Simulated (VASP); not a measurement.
**C: single point with PBE**

The system is C.

```xyz
2
Lattice="2.1273 -1.2283 0.0000 2.1273 1.2283 0.0000 -1.3791 0.0000 3.5028" Properties=species:S:1:pos:R:3 pbc="T T T"
C    -0.6699    0.0000    3.5025
C     3.5455    0.0000    0.0003
```

* Program: VASP 6.6.1
* Task: single point
* Functional: PBE
* Potentials or basis: VASP PAW PBE potentials, release 64 (C)
* Cutoff: 520 eV
* k mesh: 13 × 13 × 8
* Occupations: gaussian, width 0.025 eV
* Spin: no spin polarisation
* Dipole correction: no
* Further INCAR settings: ALGO = Normal; EDIFF = 1e-06; NBANDS = 11

| Quantity | Value |
| --- | --- |
| Pressure | 4.2 GPa |
| Largest force | 0.004 eV/Å |
| Band gap on the k mesh | 0.93 eV, indirect (least direct gap 0.94 eV) |

Forces on the atoms (eV/Å):
```
C   -0.002  0.000  0.004
C    0.002  0.000 -0.004
```

Stress tensor (GPa, compression positive):
```
 5.33  0.00 -0.03
 0.00  5.26  0.00
-0.03  0.00  2.10
```

Levels at points of the mesh, in eV from the valence-band top:
| k point | band 2 | band 3 | band 4 | band 5 | band 6 | band 7 |
| --- | --- | --- | --- | --- | --- | --- |
| (0.00, 0.00, 0.00) | -6.46 | -2.62 | -2.62 | 4.30 | 8.81 | 8.81 |
| (0.00, 0.00, 0.50) | -8.03 | -2.63 | -2.63 | 8.77 | 8.78 | 9.93 |

Run time: 43 s on 1 thread of Intel Xeon 6975P-C, with other jobs on the host, peak memory 0.17 GiB.

Caveat: this functional lacks dispersion, which binds the layers, so the pressure and a relaxed spacing across them are unreliable. A k mesh can miss the band edges.
